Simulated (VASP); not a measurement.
# Ge2P (P6/mmm) in VASP: notebook, part 2 of 2

VASP 6.6.1. Earlier steps stand in the parts before.

## Step 4: Single point, PBE

This run uses another cell than the first one, of 17.93 Å³/atom.

INCAR reads:

```
SYSTEM = Ge2P
ALGO = Normal
EDIFF = 1E-7
ENCUT = 520
GGA = PE
ISIF = 2
ISMEAR = 0
LASPH = .True.
LCHARG = .False.
LREAL = .False.
LWAVE = .False.
NBANDS = 24
NELM = 100
PREC = Accurate
SIGMA = 0.1
```

KPOINTS reads:

```
k-points
0
Gamma
  6 6 6
  0 0 0
```

POSCAR reads:

```
Ge2P
1.0
    4.5850547030      0.0000000000      0.0000000000
   -2.2925273515      3.9707738505      0.0000000000
    0.0000000000      0.0000000000      2.9544084092
Ge P
2 1
Direct
    0.3333333333      0.6666666667      0.5000000000
    0.6666666667      0.3333333333      0.5000000000
    0.0000000000      0.0000000000      0.0000000000
```

Potentials or basis: VASP PAW PBE potentials, release 64 (Ge_d, P).

On the command line:

```
cat potpaw_PBE.64/Ge_d/POTCAR potpaw_PBE.64/P/POTCAR > POTCAR
mpirun -np 1 vasp_std > vasp.out
```

OUTCAR:

```text
SYSTEM = Ge2P
   EDIFF = 1E-7
   ENCUT = 520
   GGA = PE
   ISIF = 2
   ISMEAR = 0
   LASPH = .True.
   LREAL = .False.
   NELM = 100
   PREC = Accurate

 ion  position               nearest neighbor table
   1  0.333  0.667  0.500-   2 2.65   2 2.65   2 2.65
   2  0.667  0.333  0.500-   1 2.65   1 2.65   1 2.65
   3  0.000  0.000  0.000-

  LATTYP: Found a hexagonal cell.
 ALAT       =     4.5850547030
 C/A-ratio  =     0.6443561965

  Lattice vectors:

 A1 = (   4.5850547030,   0.0000000000,   0.0000000000)
 A2 = (  -2.2925273515,   3.9707738505,   0.0000000000)
 A3 = (   0.0000000000,   0.0000000000,   2.9544084092)

Analysis of symmetry for initial positions (statically):
=====================================================================
 Subroutine PRICEL returns:
 Original cell was already a primitive cell.

 Routine SETGRP: Setting up the symmetry group for a
 hexagonal supercell.

 Subroutine GETGRP returns: Found 24 space group operations
 (whereof 24 operations were pure point group operations)
 out of a pool of 24 trial point group operations.

The static configuration has the point symmetry D_6h.

Analysis of symmetry for dynamics (positions and initial velocities):
=====================================================================
 Subroutine PRICEL returns:
 Original cell was already a primitive cell.

 Routine SETGRP: Setting up the symmetry group for a
 hexagonal supercell.

 Subroutine GETGRP returns: Found 24 space group operations
 (whereof 24 operations were pure point group operations)
 out of a pool of 24 trial point group operations.

The dynamic configuration has the point symmetry D_6h.

 Subroutine INISYM returns: Found 24 space group operations
[... 111 lines left out ...]
   NUPDOWN=      -1.0000    fix difference up-down
   EMIN   =  10.00;   EMAX   =-10.00  energy-range for DOS
   EFERMI =   0.00;   METHOD = LEGACY
   ISMEAR =     0;   SIGMA  =   0.10  broadening in eV -4-tet -1-fermi 0-gaus
   EFERMI_NEDOS =   21; number of points for ismear=-14 and -15
   IALGO  =     38    algorithm
   IMIX   =      4    mixing-type and parameters
     AMIX     =   0.40;   BMIX     =  1.00
     AMIX_MAG =   1.60;   BMIX_MAG =  1.00
  volume/ion in A,a.u.               =      17.93       120.99
  Fermi-wavevector in a.u.,A,eV,Ry     =   1.391071  2.628744 26.328355  1.935080
  Thomas-Fermi vector in A             =   2.514946
   LORBIT       =      0    0 simple, 1 ext, 2 COOP (PROOUT), +10 PAW based schemes
   GGA     = PE    functional components
   LHFCALC =     F    Hartree Fock is set to
   AEXX    =    0.0000 exact exchange contribution
   IVDW    =     0    specifies the selected vdW correction
   LEPSILON=     F    determine dielectric tensor
   LRPA    =     F    only Hartree local field effects (RPA)
 non-spin polarized calculation
 Gauss-broadening in eV      SIGMA  =   0.10
  energy-cutoff  :      520.00
  volume of cell :       53.79
 maximum number of plane-waves:      1476
 NGX is ok and might be reduce to    36
   NGX = 17   NGY = 17   NGZ = 11

 number of electron      33.0000013 magnetization

 Free energy of the ion-electron system (eV)
  ---------------------------------------------------
  ext. energy  EPLUGINS =         0.00000000
  ---------------------------------------------------
  free energy    TOTEN  =       -12.78623080 eV

  energy without entropy =      -12.77345167  energy(sigma->0) =      -12.77984124

 E-fermi :   7.2514     XC(G=0): -11.2137

 val. band max:        7.2396927953   @ k =   0.3333  -0.0000   0.1667
 cond. band min:       7.2819307908   @ k =   0.3333   0.1667   0.1667
 fundamental gap:      0.0422379954
 Fermi energy:         7.2513924545

 k-point     1 :       0.0000    0.0000    0.0000
  band No.  band energies     occupation
      1     -17.6913      2.00000
      2     -17.6049      2.00000
      3     -17.6049      2.00000
      4     -17.5891      2.00000
      5     -17.5835      2.00000
      6     -17.5835      2.00000
[... 637 lines left out ...]
     23      13.8513      0.00000
     24      16.1074      0.00000

 [... further k-points ...]

------------------------ aborting loop because EDIFF is reached ----------------------------------------

  FORCE on cell =-STRESS in cart. coord.  units (eV):
  Direction    XX          YY          ZZ          XY          YZ          ZX
  --------------------------------------------------------------------------------------
  -------------------------------------------------------------------------------------
  Total       -0.0175305     -0.0175305      0.0238955     -0.0000000      0.0000000      0.0000000
  in kB       -0.5221744     -0.5221744      0.7117644     -0.0000000      0.0000000      0.0000000
  external PRESSURE =      -0.1108615 kB  Pullay stress =       0.0000000 kB

 VOLUME and BASIS-vectors are now :
 -----------------------------------------------------------------------------
  energy-cutoff  :      520.00
  volume of cell :       53.79
      direct lattice vectors                 reciprocal lattice vectors
     4.585054703  0.000000000  0.000000000     0.218099906  0.125920039  0.000000000
    -2.292527351  3.970773851  0.000000000     0.000000000  0.251840079  0.000000000
     0.000000000  0.000000000  2.954408409     0.000000000  0.000000000  0.338477239

 POSITION                                       TOTAL-FORCE (eV/Angst)
 -----------------------------------------------------------------------------------
     -0.00000      2.64718      1.47720        -0.000000     -0.000000      0.000000
      2.29253      1.32359      1.47720         0.000000      0.000000      0.000000
      0.00000      0.00000      0.00000        -0.000000     -0.000000      0.000000
 -----------------------------------------------------------------------------------
    total drift:                                0.000000      0.000000     -0.000000

  FREE ENERGIE OF THE ION-ELECTRON SYSTEM (eV)
  ---------------------------------------------------
  free  energy   TOTEN  =       -12.7862308031 eV

  energy  without entropy=      -12.7734516737  energy(sigma->0) =      -12.77984124
```

stdout:

```text
POSCAR found type information on POSCAR GeP
 POSCAR found :  2 types and       3 ions
 scaLAPACK will be used
 LDA part: xc-table for (Slater+PW92), standard interpolation
 POSCAR, INCAR and KPOINTS ok, starting setup
 FFT: planning ... GRIDC
 FFT: planning ... GRID_SOFT
 FFT: planning ... GRID
 WAVECAR not read
 entering main loop
```

Run time: 26 s. Hardware: 1 thread of Intel Xeon Platinum 8124M at 3.00GHz (Skylake/Cascade Lake), shared host; peak memory 0.19 GiB.

Results:

```yaml
Free_energy: -12.7862 eV
Pressure: 0.0 GPa
Band_gap_on_the_k_mesh: zero (an odd number of electrons rules out a gap without spin polarisation)
```

## Step 5: Relaxation of cell and atoms, PBE

INCAR reads:

```
ALGO = Normal
EDIFF = 1E-7
EDIFFG = -0.04
ENCUT = 600
GGA = PE
IBRION = 2
ISIF = 3
ISMEAR = 0
LASPH = T
LCHARG = F
LREAL = F
LWAVE = F
NELM = 60
NSW = 90
PREC = Accurate
SIGMA = 0.1
```

KPOINTS reads:

```
k-points
0
Gamma
  6 6 4
```

POSCAR reads:

```
Ge2P
1.0
    3.8553132500      0.0000000000      0.0000000000
   -1.9276566200      3.3387992100      0.0000000000
    0.0000000000      0.0000000000      4.1637361900
Ge P
2 1
Direct
    0.3333333300      0.6666666700      0.5000000000
    0.6666666700      0.3333333300      0.5000000000
    0.0000000000      0.0000000000      0.0000000000
```

On the command line:

```
cat potpaw_PBE.64/Ge_d/POTCAR potpaw_PBE.64/P/POTCAR > POTCAR
mpirun -np 1 vasp_std > vasp.out
```

It took 4.8 min on 1 thread of Intel Xeon Platinum 8124M at 3.00GHz (Skylake/Cascade Lake), shared host; peak memory 0.21 GiB.

Results (log left out):

```yaml
Free_energy: -12.8308 eV
Relaxed_volume: 18.06 Å³/atom
Relaxed_cell: a = 4.557 Å, b = 4.557 Å, c = 3.013 Å, α = 90.00°, β = 90.00°, γ = 120.00°
Space_group_after_relaxing_to_0.1_Å: P6/mmm (No. 191)
Pressure_after_relaxing: 0.0 GPa
Band_gap_on_the_k_mesh: zero (an odd number of electrons rules out a gap without spin polarisation)
```

Stress tensor (GPa, compression positive):
```
-0.07  0.00  0.00
 0.00 -0.07  0.00
 0.00  0.00  0.15
```

Final structure:
```yaml
crystal:
  lattice:
    - [4.55684, 0.00000, 0.00000]
    - [-2.27842, 3.94634, 0.00000]
    - [0.00000, 0.00000, 3.01280]
  atoms:
    - { symbol: Ge, position: [0.33333, 0.66667, 0.50000] }
    - { symbol: Ge, position: [0.66667, 0.33333, 0.50000] }
    - { symbol: P, position: [0.00000, 0.00000, 0.00000] }
```

Levels at points of the mesh, in eV from the Fermi level:
| k point | band 14 | band 15 | band 16 | band 17 | band 18 | band 19 | band 20 |
| --- | --- | --- | --- | --- | --- | --- | --- |
| (0.00, 0.00, 0.00) | -3.45 | -3.45 | -3.01 | -3.01 | 1.12 | 5.56 | 6.24 |
| (0.50, 0.00, 0.00) | -5.59 | 0.88 | 1.63 | 2.27 | 2.34 | 4.21 | 4.51 |
| (0.00, 0.00, 0.50) | -2.21 | -1.73 | -0.82 | -0.82 | -0.82 | -0.82 | 0.51 |
| (0.50, 0.00, 0.50) | -5.26 | -3.32 | -2.29 | -1.80 | -1.41 | 3.53 | 4.39 |

Caveat: the k points lie up to 0.52 Å⁻¹ apart in the final cell, too coarse for converged energies and pressures of a metal; a cell axis changed by over 15 % at a fixed basis, so the end point is rough.

## Step 6: Relaxation of cell and atoms, PBE

This run uses another cell than the first one, of 18.12 Å³/atom.

INCAR reads:

```
ALGO     = Normal         # electronic algorithm
EDIFF    = 1E-7           # SCF threshold, eV
EDIFFG   = -0.04          # ionic threshold
ENCUT    = 600            # plane-wave cutoff, eV
GGA      = PE             # functional
IBRION   = 2              # ionic algorithm
ISIF     = 3              # what is computed and relaxed
ISMEAR   = 0              # smearing method
LASPH    = T              # aspherical terms in the spheres
LCHARG   = F              # write CHGCAR
LREAL    = F              # projectors in reciprocal space
LWAVE    = F              # write WAVECAR
NELM     = 60             # most SCF steps
NSW      = 90             # ionic steps
PREC     = Accurate       # precision mode
SIGMA    = 0.1            # smearing width, eV
```

KPOINTS reads:

```
k-points
0
Gamma
  6 6 6
```

POSCAR reads:

```
Ge2P
1.0
    4.5597805025      0.0000000000      0.0000000000
   -2.2798902512      3.9488857508      0.0000000000
    0.0000000000      0.0000000000      3.0191359234
Ge P
2 1
Direct
    0.3333333333      0.6666666667      0.5000000000
    0.6666666667      0.3333333333      0.5000000000
    0.0000000000      0.0000000000      0.0000000000
```

Potentials or basis: VASP PAW PBE potentials, release 64 (Ge_d, P).

On the command line:

```
cat potpaw_PBE.64/Ge_d/POTCAR potpaw_PBE.64/P/POTCAR > POTCAR
mpirun -np 1 vasp_std > vasp.out
```

OUTCAR:

```text
EDIFF = 1E-7
   EDIFFG = -0.04
   ENCUT = 600
   GGA = PE
   IBRION = 2
   ISIF = 3
   ISMEAR = 0
   LASPH = T
   LREAL = F
   NELM = 60
   NSW = 90
   PREC = Accurate

 ion  position               nearest neighbor table
   1  0.333  0.667  0.500-   2 2.63   2 2.63   2 2.63
   2  0.667  0.333  0.500-   1 2.63   1 2.63   1 2.63
   3  0.000  0.000  0.000-

  LATTYP: Found a hexagonal cell.
 ALAT       =     4.5597805025
 C/A-ratio  =     0.6621230828

  Lattice vectors:

 A1 = (   4.5597805025,   0.0000000000,   0.0000000000)
 A2 = (  -2.2798902512,   3.9488857508,   0.0000000000)
 A3 = (   0.0000000000,   0.0000000000,   3.0191359234)

Analysis of symmetry for initial positions (statically):
=====================================================================
 Subroutine PRICEL returns:
 Original cell was already a primitive cell.

 Routine SETGRP: Setting up the symmetry group for a
 hexagonal supercell.

 Subroutine GETGRP returns: Found 24 space group operations
 (whereof 24 operations were pure point group operations)
[... 172 lines left out ...]
  Direction    XX          YY          ZZ          XY          YZ          ZX
  --------------------------------------------------------------------------------------
  -------------------------------------------------------------------------------------
  Total        0.2772660      0.2772660     -0.8808033      0.0000000      0.0000000     -0.0000000
  in kB        8.1715805      8.1715805    -25.9590241      0.0000000      0.0000000     -0.0000000
  external PRESSURE =      -3.2052877 kB  Pullay stress =       0.0000000 kB
[... 61 lines left out ...]
--------------------------------------- Ionic step        3  -------------------------------------------

 number of electron      33.0000007 magnetization

 Free energy of the ion-electron system (eV)
  ---------------------------------------------------
  ext. energy  EPLUGINS =         0.00000000
  ---------------------------------------------------
  free energy    TOTEN  =       -12.78641943 eV

  energy without entropy =      -12.77380523  energy(sigma->0) =      -12.78011233

 E-fermi :   7.2118     XC(G=0): -11.1975

 val. band max:        7.2034761301   @ k =   0.3333   0.0000   0.1667
 cond. band min:       7.2401295145   @ k =   0.3333   0.1667   0.1667
 fundamental gap:      0.0366533844
 Fermi energy:         7.2118436419

 k-point     1 :       0.0000    0.0000    0.0000
  band No.  band energies     occupation
      1     -17.7286      2.00000
      2     -17.6425      2.00000
      3     -17.6425      2.00000
      4     -17.6268      2.00000
      5     -17.6222      2.00000
      6     -17.6222      2.00000
[... 541 lines left out ...]
     19       9.4115      0.00000
     20       9.7687      0.00000

 [... further k-points ...]

------------------------ aborting loop because EDIFF is reached ----------------------------------------

  FORCE on cell =-STRESS in cart. coord.  units (eV):
  Direction    XX          YY          ZZ          XY          YZ          ZX
  --------------------------------------------------------------------------------------
  -------------------------------------------------------------------------------------
  Total       -0.0524463     -0.0524463     -0.0667725     -0.0000000      0.0000000      0.0000000
  in kB       -1.5570771     -1.5570771     -1.9824061     -0.0000000      0.0000000      0.0000000
  external PRESSURE =      -1.6988534 kB  Pullay stress =       0.0000000 kB
[... 18 lines left out ...]
  FREE ENERGIE OF THE ION-ELECTRON SYSTEM (eV)
  ---------------------------------------------------
  free  energy   TOTEN  =       -12.7864194271 eV

  energy  without entropy=      -12.7738052296  energy(sigma->0) =      -12.78011233

 reached required accuracy - stopping structural energy minimisation
```

OSZICAR:

```text
N       E                     dE             d eps       ncg     rms          rms(c)
DAV:   1     0.233337084629E+03    0.23334E+03   -0.18294E+04  1200   0.450E+03
DAV:   2     0.194733598100E+02   -0.21386E+03   -0.20859E+03  1120   0.704E+02
DAV:   3    -0.115241423568E+02   -0.30998E+02   -0.30186E+02  1300   0.167E+02
DAV:   4    -0.127935359387E+02   -0.12694E+01   -0.11934E+01  1308   0.355E+01
[... 24 lines left out ...]
DAV:   4    -0.127864271713E+02    0.54798E-04   -0.10642E-03  1340   0.311E-01    0.293E-02
DAV:   5    -0.127864203261E+02    0.68451E-05   -0.12319E-04  1380   0.183E-01    0.151E-02
DAV:   6    -0.127864195239E+02    0.80217E-06   -0.47662E-06  1744   0.387E-02    0.496E-03
DAV:   7    -0.127864194222E+02    0.10177E-06   -0.11080E-06  1320   0.145E-02    0.111E-03
DAV:   8    -0.127864194271E+02   -0.48867E-08   -0.54743E-08   600   0.318E-03
   3 F= -.12786419E+02 E0= -.12780112E+02  d E =-.105467E-01
```

CONTCAR:

```text
Ge2P
   1.00000000000000
     4.5873411371128379    0.0000000000003490   -0.0000000000000000
    -2.2936705685058145    3.9727539605181308   -0.0000000000000000
     0.0000000000000000    0.0000000000000000    2.9611649971450409
  Ge              P
     2     1
Direct
     0.3333333332999970    0.6666666667000030    0.5000000000000000
     0.6666666667000030    0.3333333332999970    0.5000000000000000
     0.0000000000000000    1.0000000000000000    0.0000000000000000

  0.00000000E+00  0.00000000E+00  0.00000000E+00
  0.00000000E+00  0.00000000E+00  0.00000000E+00
  0.00000000E+00  0.00000000E+00  0.00000000E+00
```

It took 50 s on 1 thread of Intel Xeon Platinum 8124M at 3.00GHz (Skylake/Cascade Lake), shared host; peak memory 0.19 GiB.

Results:

| Quantity | Value |
| --- | --- |
| Free energy | -12.7864 eV |
| Relaxed volume | 17.99 Å³/atom |
| Relaxed cell | a = 4.587 Å, b = 4.587 Å, c = 2.961 Å, α = 90.00°, β = 90.00°, γ = 120.00° |
| Space group after relaxing (to 0.1 Å) | P6/mmm (No. 191) |
| Energy gained by relaxing | 3.5 meV/atom |
| Ionic steps | 3 |
| Pressure after relaxing | -0.2 GPa |
| Band gap on the k mesh | zero (an odd number of electrons rules out a gap without spin polarisation) |

Step by step:
```csv
step,energy change (eV),largest force (eV/Å),pressure (GPa),volume (Å³)
1,0.0000,0.0000,-0.32,54.36
2,-0.0097,0.0000,-0.20,54.07
3,-0.0105,0.0000,-0.17,53.97
```

Final structure:
```
CELL_PARAMETERS angstrom
4.58734 0.00000 0.00000
-2.29367 3.97275 0.00000
0.00000 0.00000 2.96116
ATOMIC_POSITIONS crystal
Ge 0.33333 0.66667 0.50000
Ge 0.66667 0.33333 0.50000
P 0.00000 0.00000 0.00000
```

## Step 7: Summary

| task | cell | k mesh | cutoff (eV) | gap on the mesh (eV) | pressure (GPa) | relaxed volume (Å³/atom) |
| --- | --- | --- | --- | --- | --- | --- |
| single point | a = 3.855, b = 3.855, c = 4.164 Å, angles 90.0, 90.0, 120.0°, 3 atoms | 6 × 6 × 4 | 520 | none | 18.2 | - |
| single point | a = 4.560, b = 4.560, c = 3.019 Å, angles 90.0, 90.0, 120.0°, 3 atoms | 6 × 6 × 4 | 520 | none | -0.2 | - |
| single point | a = 4.585, b = 4.585, c = 2.954 Å, angles 90.0, 90.0, 120.0°, 3 atoms | 6 × 6 × 6 | 520 | none | 0.0 | - |
| relaxation of cell and atoms | relaxed from a = 3.855, b = 3.855, c = 4.164 Å, angles 90.0, 90.0, 120.0°, 3 atoms | 6 × 6 × 4 | 600 | none | 0.0 | 18.06 |
| relaxation of cell and atoms | relaxed from a = 4.560, b = 4.560, c = 3.019 Å, angles 90.0, 90.0, 120.0°, 3 atoms | 6 × 6 × 6 | 600 | none | -0.2 | 17.99 |

Alike in all rows: level PBE; potentials or basis VASP PAW PBE potentials, release 64 (Ge_d, P); no spin polarisation; smearing gaussian 0.1 eV.

Caveats: some runs use coarse meshes; a cell axis changed by over 15 % at a fixed basis, so the end point is rough (at least some runs).

Total energies depend on the potentials used, so only differences within one code and one set of settings carry meaning.

The gap in the log of VASP goes by the Fermi energy; the results here count the filled bands.